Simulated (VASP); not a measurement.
# Tl (Im-3m) in VASP: a series of runs

Tl is run at these levels: PBE; tasks: single point.

Program: VASP 6.6.1. These are calculated values, not measurements. Logs are shortened: lines on timing, memory, paths and dates and some standing lists are left out, and cuts for length are marked.

### Step 1. The cell of the first run

Symmetry: Im-3m, No. 229, cubic system. Conventional cell: a = 3.857 Å, b = 3.857 Å, c = 3.857 Å, α = 90.00°, β = 90.00°, γ = 90.00°. Within 4.4 Å of Tl (site symmetry m-3m) lie 14 Tl at 3.34 to 3.86 Å.

### Step 2. Single point, PBE

Contents of INCAR:

```
PREC = Accurate
ENCUT = 520
EDIFF = 1E-6
ISMEAR = 0
SIGMA = 0.05
LREAL = F
LASPH = T
NELM = 80
ALGO = Normal
ISIF = 2
LWAVE = F
LCHARG = T
GGA = PE
LELF = T
LVHAR = T
NBANDS = 12
```

Contents of KPOINTS:

```
Automatic mesh
0
Gamma
  8 8 8
```

Contents of POSCAR:

```
Tl
1.0
   -1.9282908796      1.9282908796      1.9282908796
    1.9282908796     -1.9282908796      1.9282908796
    1.9282908796      1.9282908796     -1.9282908796
Tl
1
Direct
    0.0000000000      0.0000000000      0.0000000000
```

Potentials or basis: VASP PAW PBE potentials, release 64 (Tl_d).

Run with:

```sh
cat potpaw_PBE.64/Tl_d/POTCAR > POTCAR
mpirun -np 1 vasp_std > vasp.out
```

OUTCAR:

```text
PREC = Accurate
   ENCUT = 520
   EDIFF = 1E-6
   ISMEAR = 0
   LREAL = F
   LASPH = T
   NELM = 80
   ISIF = 2
   GGA = PE

 ion  position               nearest neighbor table
   1  0.000  0.000  0.000-

  LATTYP: Found a body centered cubic cell.
 ALAT       =     3.8565817592

  Lattice vectors:

 A1 = (  -1.9282908796,   1.9282908796,   1.9282908796)
 A2 = (   1.9282908796,  -1.9282908796,   1.9282908796)
 A3 = (   1.9282908796,   1.9282908796,  -1.9282908796)

Analysis of symmetry for initial positions (statically):
=====================================================================
 Subroutine PRICEL returns:
 Original cell was already a primitive cell.

 Routine SETGRP: Setting up the symmetry group for a
 body centered cubic supercell.

 Subroutine GETGRP returns: Found 48 space group operations
 (whereof 48 operations were pure point group operations)
 out of a pool of 48 trial point group operations.

The static configuration has the point symmetry O_h .

Analysis of symmetry for dynamics (positions and initial velocities):
=====================================================================
 Subroutine PRICEL returns:
 Original cell was already a primitive cell.

 Routine SETGRP: Setting up the symmetry group for a
 body centered cubic supercell.

 Subroutine GETGRP returns: Found 48 space group operations
 (whereof 48 operations were pure point group operations)
 out of a pool of 48 trial point group operations.

The dynamic configuration has the point symmetry O_h .

 Subroutine INISYM returns: Found 48 space group operations
 (whereof 48 operations are pure point group operations),
 and found     1 'primitive' translations

----------------------------------------------------------------------------------------

                                     Primitive cell

  volume of cell :      28.6799

  direct lattice vectors                    reciprocal lattice vectors
    -1.928290880  1.928290880  1.928290880     0.000000000  0.259296979  0.259296979
     1.928290880 -1.928290880  1.928290880     0.259296979  0.000000000  0.259296979
     1.928290880  1.928290880 -1.928290880     0.259296979  0.259296979  0.000000000

  length of vectors
     3.339897775  3.339897775  3.339897775     0.366701305  0.366701305  0.366701305

  position of ions in fractional coordinates (direct lattice)
     0.000000000  0.000000000  0.000000000

  ion indices of the primitive-cell ions
   primitive index   ion index
                 1           1
[... 74 lines left out ...]
   EDIFFG = 0.1E-04   stopping-criterion for IOM
   NSW    =      0    number of steps for IOM
   IBRION =     -1    ionic relax: 0-MD 1-quasi-New 2-CG
   NFREE  =      0    steps in history (QN), initial steepest desc. (CG)
   ISIF   =      2    stress and relaxation
   ISYM   =      2    0-nonsym 1-usesym 2-fastsym
   POTIM  = 0.5000    time-step for ionic-motion
   TEBEG  =    0.0;   TEEND  =   0.0 temperature during run
   PSTRESS=    0.0 pullay stress
   NELECT =      13.0000    total number of electrons
   NUPDOWN=      -1.0000    fix difference up-down
   EMIN   =  10.00;   EMAX   =-10.00  energy-range for DOS
   EFERMI =   0.00;   METHOD = LEGACY
   ISMEAR =     0;   SIGMA  =   0.05  broadening in eV -4-tet -1-fermi 0-gaus
   EFERMI_NEDOS =   21; number of points for ismear=-14 and -15
   IALGO  =     38    algorithm
   IMIX   =      4    mixing-type and parameters
     AMIX     =   0.40;   BMIX     =  1.00
     AMIX_MAG =   1.60;   BMIX_MAG =  1.00
  volume/ion in A,a.u.               =      28.68       193.54
  Fermi-wavevector in a.u.,A,eV,Ry     =   1.257564  2.376451 21.517165  1.581467
  Thomas-Fermi vector in A             =   2.391217
   LORBIT       =      0    0 simple, 1 ext, 2 COOP (PROOUT), +10 PAW based schemes
   GGA     = PE    functional components
   LHFCALC =     F    Hartree Fock is set to
   AEXX    =    0.0000 exact exchange contribution
   IVDW    =     0    specifies the selected vdW correction
   LEPSILON=     F    determine dielectric tensor
   LRPA    =     F    only Hartree local field effects (RPA)
 non-spin polarized calculation
 Gauss-broadening in eV      SIGMA  =   0.05
  energy-cutoff  :      520.00
  volume of cell :       28.68
 maximum number of plane-waves:       784
 NGX is ok and might be reduce to    28
   NGX = 13   NGY = 13   NGZ = 13

 number of electron      12.9999998 magnetization

 Free energy of the ion-electron system (eV)
  ---------------------------------------------------
  ext. energy  EPLUGINS =         0.00000000
  ---------------------------------------------------
  free energy    TOTEN  =        -2.17559714 eV

  energy without entropy =       -2.17304826  energy(sigma->0) =       -2.17432270

 E-fermi :   6.5630     XC(G=0): -10.1767

 val. band max:        6.4709688945   @ k =   0.2500   0.2500   0.0000
 cond. band min:       6.5687337145   @ k =  -0.3750   0.3750   0.1250
 fundamental gap:      0.0977648200
 Fermi energy:         6.5629665833

 k-point     1 :       0.0000    0.0000    0.0000
  band No.  band energies     occupation
      1      -5.1238      2.00000
      2      -5.1238      2.00000
      3      -5.1238      2.00000
      4      -4.6955      2.00000
      5      -4.6955      2.00000
      6      -3.4752      2.00000
      7      17.3602      0.00000
      8      17.3602      0.00000
      9      17.3602      0.00000
     10      18.8857      0.00000
     11      18.8857      0.00000
     12      18.8857      0.00000
[... 331 lines left out ...]
 k-point    24 :      -0.3750    0.3750    0.2500
  band No.  band energies     occupation
      1      -5.1246      2.00000
      2      -4.9875      2.00000
      3      -4.9022      2.00000
      4      -4.7704      2.00000
      5      -4.5665      2.00000
      6       1.0885      2.00000
      7       7.5022      0.00000
      8      10.1941      0.00000
      9      11.1930      0.00000
     10      14.8765      0.00000
     11      19.3619      0.00000
     12      21.9458      0.00000

 [... further k-points ...]
[... 5 lines left out ...]
  --------------------------------------------------------------------------------------
  -------------------------------------------------------------------------------------
  Total        0.5921401      0.5921401      0.5921401      0.0000000      0.0000000     -0.0000000
  in kB       33.0793861     33.0793861     33.0793861      0.0000000      0.0000000     -0.0000000
  external PRESSURE =      33.0793861 kB  Pullay stress =       0.0000000 kB

 VOLUME and BASIS-vectors are now :
 -----------------------------------------------------------------------------
  energy-cutoff  :      520.00
  volume of cell :       28.68
      direct lattice vectors                 reciprocal lattice vectors
    -1.928290880  1.928290880  1.928290880     0.000000000  0.259296979  0.259296979
     1.928290880 -1.928290880  1.928290880     0.259296979  0.000000000  0.259296979
     1.928290880  1.928290880 -1.928290880     0.259296979  0.259296979  0.000000000

 POSITION                                       TOTAL-FORCE (eV/Angst)
 -----------------------------------------------------------------------------------
      0.00000      0.00000      0.00000        -0.000000      0.000000     -0.000000
 -----------------------------------------------------------------------------------
    total drift:                               -0.000000     -0.000000     -0.000000

  FREE ENERGIE OF THE ION-ELECTRON SYSTEM (eV)
  ---------------------------------------------------
  free  energy   TOTEN  =        -2.1755971444 eV

  energy  without entropy=       -2.1730482589  energy(sigma->0) =       -2.17432270
```

OSZICAR:

```text
N       E                     dE             d eps       ncg     rms          rms(c)
DAV:   1     0.485924175238E+02    0.48592E+02   -0.68328E+03   776   0.935E+02
DAV:   2    -0.163106142193E+01   -0.50223E+02   -0.49226E+02   784   0.210E+02
DAV:   3    -0.219979750860E+01   -0.56874E+00   -0.56838E+00   832   0.199E+01
DAV:   4    -0.220240989445E+01   -0.26124E-02   -0.26122E-02   784   0.156E+00
DAV:   5    -0.220244056908E+01   -0.30675E-04   -0.30675E-04   828   0.164E-01    0.218E+00
DAV:   6    -0.217989659350E+01    0.22544E-01   -0.35484E-02   772   0.178E+00    0.153E+00
DAV:   7    -0.217582697584E+01    0.40696E-02   -0.12242E-02   796   0.103E+00    0.619E-01
DAV:   8    -0.217559212984E+01    0.23485E-03   -0.53130E-04   796   0.219E-01    0.315E-02
DAV:   9    -0.217559488938E+01   -0.27595E-05   -0.49078E-06   808   0.227E-02    0.109E-02
DAV:  10    -0.217559712709E+01   -0.22377E-05   -0.18284E-06   800   0.128E-02    0.792E-04
DAV:  11    -0.217559714442E+01   -0.17331E-07   -0.48219E-08   432   0.173E-03
   1 F= -.21755971E+01 E0= -.21743227E+01  d E =-.254889E-02
```

Run time: 9.2 s. Hardware: 1 thread of Intel Xeon Platinum 8259CL at 2.50GHz (Skylake/Cascade Lake), shared host; peak memory 0.16 GiB.

What came out:

```yaml
Free_energy: -2.1756 eV
Pressure: 3.3 GPa
```

Caveat: spin-orbit coupling is left out, which moves the levels of the heavy elements.

### Step 3. Single point, PBE, non-collinear spin, zero start, spin-orbit coupling

This run uses another cell than the first one, of 30.81 Å³/atom, 1.074 times its volume.

Contents of INCAR:

```
SYSTEM = Tl
PREC     = Accurate       ! precision mode
ENCUT    = 520            ! plane-wave cutoff, eV
EDIFF    = 1E-6           ! SCF threshold, eV
ISMEAR   = 0              ! smearing method
SIGMA    = 0.05           ! smearing width, eV
LREAL    = .False.        ! projectors in reciprocal space
LASPH    = .True.         ! aspherical terms in the spheres
NELM     = 150            ! most SCF steps
ALGO     = Normal         ! electronic algorithm
ISIF     = 2              ! what is computed and relaxed
LWAVE    = .False.        ! write WAVECAR
LCHARG   = .True.         ! write CHGCAR
MAGMOM   = 0 0 0          ! initial moments
LORBIT   = 11             ! projections on sites
LSORBIT  = .True.         ! spin-orbit coupling
GGA_COMPAT= .False.      
LORBMOM  = .True.       
GGA      = PE             ! functional
LVHAR    = .True.       
NBANDS   = 24             ! bands
```

Contents of KPOINTS:

```
Automatic mesh
0
Gamma
  14 14 14
  0 0 0
```

Contents of POSCAR:

```
Tl
1.0
   -1.9749135904      1.9749135904      1.9749135904
    1.9749135904     -1.9749135904      1.9749135904
    1.9749135904      1.9749135904     -1.9749135904
Tl
1
Direct
    0.0000000000      0.0000000000      0.0000000000
```

Potentials or basis: VASP PAW PBE potentials, release 64 (Tl_d).

Run with:

```sh
cat potpaw_PBE.64/Tl_d/POTCAR > POTCAR
mpirun -np 1 vasp_ncl > vasp.out
```

It took 3.7 min on 1 thread of AMD EPYC 7R13, shared host; peak memory 0.28 GiB.

It converged, with:

```
Free energy                                           : -2.5185 eV
Pressure                                              : 0.1 GPa
Net moment                                            : 0.00 μB per cell
Valence electrons inside the program's atomic spheres : Tl 11.20
```

Moments on the atoms (μB; x, y, z):
```
Tl  0.00 0.00 0.00
```
